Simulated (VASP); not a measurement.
# Lu2MnBr (P-6m2) in VASP: notebook, part 2 of 2

VASP 6.6.1. The steps go on from the part before.

## Step 3: Single point, PBE, collinear spin, ferromagnetic start

This run uses another cell than the first one, of 28.85 Å³/atom, 1.209 times its volume.

Contents of INCAR:

```
PREC     = Accurate       # precision mode
ENCUT    = 520            # plane-wave cutoff, eV
EDIFF    = 1E-7           # SCF threshold, eV
ISMEAR   = 0              # smearing method
SIGMA    = 0.1            # smearing width, eV
LREAL    = F              # projectors in reciprocal space
LASPH    = T              # aspherical terms in the spheres
NELM     = 150            # most SCF steps
ALGO     = Normal         # electronic algorithm
ISIF     = 2              # what is computed and relaxed
LWAVE    = F              # write WAVECAR
LCHARG   = F              # write CHGCAR
ISPIN    = 2              # spin polarisation
MAGMOM   = 0 0 4 0        # initial moments
LORBIT   = 11             # projections on sites
LMAXMIX  = 4              # l up to which the mixer works
GGA      = PE             # functional
NBANDS   = 47             # bands
```

Contents of KPOINTS:

```
regular mesh
0
Gamma
  6 6 2
```

Contents of POSCAR:

```
Lu2MnBr
1.0
    4.2134001300      0.0000000000      0.0000000000
   -2.1067000700      3.6489115500      0.0000000000
    0.0000000000      0.0000000000      7.5058275700
Lu Mn Br
2 1 1
Direct
    0.3333333300      0.6666666700      0.7163198600
    0.3333333300      0.6666666700      0.2836801400
    0.0000000000      0.0000000000      0.5000000000
    0.6666666700      0.3333333300      0.0000000000
```

Potentials or basis: VASP PAW PBE potentials, release 64 (Lu, Mn_pv, Br).

Run with:

```
cat potpaw_PBE.64/Lu/POTCAR potpaw_PBE.64/Mn_pv/POTCAR potpaw_PBE.64/Br/POTCAR > POTCAR
mpirun -np 1 vasp_std > vasp.out
```

OUTCAR:

```text
PREC = Accurate
   ENCUT = 520
   EDIFF = 1E-7
   ISMEAR = 0
   LREAL = F
   LASPH = T
   NELM = 150
   ISIF = 2
   ISPIN = 2
   LORBIT = 11
   GGA = PE

 ion  position               nearest neighbor table
   1  0.333  0.667  0.716-   3 2.92   3 2.92   3 2.92   4 3.23   4 3.23   4 3.23   2 3.25
   2  0.333  0.667  0.284-   3 2.92   3 2.92   3 2.92   4 3.23   4 3.23   4 3.23   1 3.25
   3  0.000  0.000  0.500-   1 2.92   2 2.92   1 2.92   2 2.92   1 2.92   2 2.92
   4  0.667  0.333  0.000-   1 3.23   2 3.23   1 3.23   2 3.23   1 3.23   2 3.23

  LATTYP: Found a hexagonal cell.
 ALAT       =     4.2134001300
 C/A-ratio  =     1.7814181750

  Lattice vectors:

 A1 = (   4.2134001300,   0.0000000000,   0.0000000000)
 A2 = (  -2.1067000700,   3.6489115500,   0.0000000000)
 A3 = (   0.0000000000,   0.0000000000,   7.5058275700)

Analysis of symmetry for initial positions (statically):
=====================================================================
 Subroutine PRICEL returns:
 Original cell was already a primitive cell.

 Routine SETGRP: Setting up the symmetry group for a
 hexagonal supercell.

 Subroutine GETGRP returns: Found 12 space group operations
 (whereof 12 operations were pure point group operations)
 out of a pool of 24 trial point group operations.

The static configuration has the point symmetry D_3h.

Analysis of symmetry for dynamics (positions and initial velocities):
=====================================================================
 Subroutine PRICEL returns:
 Original cell was already a primitive cell.

 Routine SETGRP: Setting up the symmetry group for a
 hexagonal supercell.

 Subroutine GETGRP returns: Found 12 space group operations
 (whereof 12 operations were pure point group operations)
 out of a pool of 24 trial point group operations.

The dynamic configuration has the point symmetry D_3h.

Analysis of structural, dynamic, and magnetic symmetry:
=====================================================================
 Subroutine PRICEL returns:
 Original cell was already a primitive cell.

 Routine SETGRP: Setting up the symmetry group for a
 hexagonal supercell.

 Subroutine GETGRP returns: Found 12 space group operations
 (whereof 12 operations were pure point group operations)
 out of a pool of 24 trial point group operations.

The overall configuration has the point symmetry D_3h.

 Subroutine INISYM returns: Found 12 space group operations
 (whereof 12 operations are pure point group operations),
 and found     1 'primitive' translations

----------------------------------------------------------------------------------------

                                     Primitive cell

  volume of cell :     115.3970

  direct lattice vectors                    reciprocal lattice vectors
     4.213400130  0.000000000  0.000000000     0.237338009  0.137027164  0.000000000
[... 73 lines left out ...]
   ISPIN  =      2    spin polarized calculation?
   LNONCOLLINEAR =      F non collinear calculations
   LSORBIT =      F    spin-orbit coupling
   LASPH  =      T    aspherical Exc in radial PAW
   ENCUT  =  520.0 eV  38.22 Ry    6.18 a.u.   7.83  7.83 13.96*2*pi/ulx,y,z
   NELM   =    150;   NELMIN=  2; NELMDL= -5     # of ELM steps
   EDIFF  = 0.1E-06   stopping-criterion for ELM
   LREAL  =      F    real-space projection
   EDIFFG = 0.1E-05   stopping-criterion for IOM
   NSW    =      0    number of steps for IOM
   IBRION =     -1    ionic relax: 0-MD 1-quasi-New 2-CG
   NFREE  =      0    steps in history (QN), initial steepest desc. (CG)
   ISIF   =      2    stress and relaxation
   ISYM   =      2    0-nonsym 1-usesym 2-fastsym
   POTIM  = 0.5000    time-step for ionic-motion
   TEBEG  =    0.0;   TEEND  =   0.0 temperature during run
   PSTRESS=    0.0 pullay stress
   NELECT =      70.0000    total number of electrons
   NUPDOWN=      -1.0000    fix difference up-down
   EMIN   =  10.00;   EMAX   =-10.00  energy-range for DOS
   EFERMI =   0.00;   METHOD = LEGACY
   ISMEAR =     0;   SIGMA  =   0.10  broadening in eV -4-tet -1-fermi 0-gaus
   EFERMI_NEDOS =   21; number of points for ismear=-14 and -15
   IALGO  =     38    algorithm
   IMIX   =      4    mixing-type and parameters
     AMIX     =   0.40;   BMIX     =  1.00
     AMIX_MAG =   1.60;   BMIX_MAG =  1.00
  volume/ion in A,a.u.               =      28.85       194.68
  Fermi-wavevector in a.u.,A,eV,Ry     =   1.385828  2.618835 26.130247  1.920519
  Thomas-Fermi vector in A             =   2.510201
   LORBIT       =     11    0 simple, 1 ext, 2 COOP (PROOUT), +10 PAW based schemes
   GGA     = PE    functional components
   LHFCALC =     F    Hartree Fock is set to
   AEXX    =    0.0000 exact exchange contribution
   IVDW    =     0    specifies the selected vdW correction
   LEPSILON=     F    determine dielectric tensor
   LRPA    =     F    only Hartree local field effects (RPA)
 spin polarized calculation
 Gauss-broadening in eV      SIGMA  =   0.10
  energy-cutoff  :      520.00
  volume of cell :      115.40
 maximum number of plane-waves:      3138
 NGX is ok and might be reduce to    32
   NGX = 15   NGY = 15   NGZ = 27

 number of electron      69.9999999 magnetization       3.2655634

 Free energy of the ion-electron system (eV)
  ---------------------------------------------------
  ext. energy  EPLUGINS =         0.00000000
  ---------------------------------------------------
  free energy    TOTEN  =       -19.90790936 eV

  energy without entropy =      -19.88797166  energy(sigma->0) =      -19.89794051

 E-fermi :   3.0686     XC(G=0):  -9.6860

 val. band max:        3.0538923528   @ k =   0.1667   0.0000   0.0000
 cond. band min:       3.0753490461   @ k =   0.3333   0.1667   0.5000
 fundamental gap:      0.0214566933
 Fermi energy:         3.0685928730

 spin component 1

 k-point     1 :       0.0000    0.0000    0.0000
  band No.  band energies     occupation
      1     -53.9402      1.00000
      2     -53.9298      1.00000
      3     -46.6296      1.00000
      4     -46.5122      1.00000
      5     -46.5122      1.00000
      6     -24.7002      1.00000
[... 689 lines left out ...]
     46       6.7186      0.00000
     47       7.4027      0.00000
 Fermi energy:         3.0685928730

 spin component 2

 k-point     1 :       0.0000    0.0000    0.0000
  band No.  band energies     occupation
      1     -53.9736      1.00000
      2     -53.9626      1.00000
      3     -43.1455      1.00000
      4     -43.1455      1.00000
      5     -43.1026      1.00000
      6     -24.8095      1.00000
[... 689 lines left out ...]
     46       7.2714      0.00000
     47       7.3397      0.00000

------------------------ aborting loop because EDIFF is reached ----------------------------------------

  FORCE on cell =-STRESS in cart. coord.  units (eV):
  Direction    XX          YY          ZZ          XY          YZ          ZX
  --------------------------------------------------------------------------------------
  -------------------------------------------------------------------------------------
  Total       -5.0619919     -5.0619919      2.3756225      0.0000000      0.0000000      0.0000000
  in kB      -70.2809152    -70.2809152     32.9832456      0.0000001      0.0000000      0.0000000
  external PRESSURE =     -35.8595283 kB  Pullay stress =       0.0000000 kB

 VOLUME and BASIS-vectors are now :
 -----------------------------------------------------------------------------
  energy-cutoff  :      520.00
  volume of cell :      115.40
      direct lattice vectors                 reciprocal lattice vectors
     4.213400130  0.000000000  0.000000000     0.237338009  0.137027164  0.000000000
    -2.106700070  3.648911550  0.000000000     0.000000000  0.274054327  0.000000000
     0.000000000  0.000000000  7.505827570     0.000000000  0.000000000  0.133229813

 POSITION                                       TOTAL-FORCE (eV/Angst)
 -----------------------------------------------------------------------------------
     -0.00000      2.43261      5.37657         0.000000     -0.000000      0.318802
     -0.00000      2.43261      2.12925         0.000000     -0.000000     -0.318802
      0.00000      0.00000      3.75291        -0.000000      0.000000      0.000000
      2.10670      1.21630      0.00000        -0.000000      0.000000      0.000000
 -----------------------------------------------------------------------------------
    total drift:                                0.000098     -0.000056     -0.000000

  FREE ENERGIE OF THE ION-ELECTRON SYSTEM (eV)
  ---------------------------------------------------
  free  energy   TOTEN  =       -19.9079093599 eV

  energy  without entropy=      -19.8879716566  energy(sigma->0) =      -19.89794051

 total charge

# of ion       s       p       d       f       tot
--------------------------------------------------
    1        2.356   6.020   0.701  13.973  23.050
    2        2.356   6.020   0.701  13.973  23.050
    3        0.394   6.169   4.969   0.000  11.532
    4        1.614   3.219   0.021   0.000   4.854
--------------------------------------------------
tot          6.719  21.429   6.393  27.946  62.487

 magnetization (x)

# of ion       s       p       d       f       tot
--------------------------------------------------
    1       -0.028   0.005  -0.086   0.006  -0.102
    2       -0.028   0.005  -0.086   0.006  -0.102
    3        0.048   0.050   3.225   0.000   3.324
    4       -0.001   0.006  -0.002   0.000   0.003
--------------------------------------------------
tot         -0.009   0.067   3.052   0.013   3.123
```

Run time: 4.4 min. Hardware: 1 thread of AMD EPYC 7R13, shared host; peak memory 0.32 GiB.

What came out:

```yaml
Free_energy: -19.9079 eV
Pressure: -3.6 GPa
Largest_force: 0.319 eV/Å
Net_moment: 3.27 μB per cell
Site_moments: Lu -0.10; Mn +3.32; Br +0.00 μB
Valence_electrons_inside_the_program's_atomic_spheres: Lu 23.05; Mn 11.53; Br 4.85
```

Forces in eV/Å, atoms in the order of the input:
```
Lu   0.000  0.000  0.319
Lu   0.000  0.000 -0.319
Mn   0.000  0.000  0.000
Br   0.000  0.000  0.000
```

Stress tensor (GPa, compression positive):
```
-7.03  0.00  0.00
 0.00 -7.03  0.00
 0.00  0.00  3.30
```

Levels at points of the mesh, in eV from the Fermi level:
Spin up:
```csv
k point,band 34,band 35,band 36,band 37,band 38,band 39,band 40,band 41
"(0.00, 0.00, 0.00)",-2.45,-2.45,-0.78,0.21,1.37,1.37,1.53,2.22
"(0.50, 0.00, 0.00)",-2.06,-1.91,-1.64,-0.40,0.52,1.30,2.03,2.78
"(0.00, 0.00, 0.50)",-2.45,-2.45,-2.35,0.67,0.86,0.86,1.61,2.34
"(0.50, 0.00, 0.50)",-2.08,-1.91,-1.60,-0.10,1.11,1.31,1.54,2.25
```
Spin down:
| k point | band 29 | band 30 | band 31 | band 32 | band 33 | band 34 | band 35 | band 36 | band 37 | band 38 |
| --- | --- | --- | --- | --- | --- | --- | --- | --- | --- | --- |
| (0.00, 0.00, 0.00) | -4.64 | -4.64 | -1.05 | -0.60 | -0.33 | -0.33 | -0.09 | -0.09 | 0.32 | 1.56 |
| (0.50, 0.00, 0.00) | -4.98 | -2.17 | -1.66 | -1.18 | -0.86 | 0.45 | 0.47 | 0.54 | 0.63 | 1.49 |
| (0.00, 0.00, 0.50) | -4.63 | -3.46 | -2.41 | -0.59 | -0.28 | -0.28 | 0.10 | 0.10 | 0.50 | 1.03 |
| (0.50, 0.00, 0.50) | -4.96 | -2.46 | -1.66 | -0.88 | -0.64 | 0.33 | 0.34 | 0.46 | 0.77 | 1.55 |

Caveat: the k points lie up to 0.42 Å⁻¹ apart; spin-orbit coupling is left out, which moves the levels of the heavy elements.
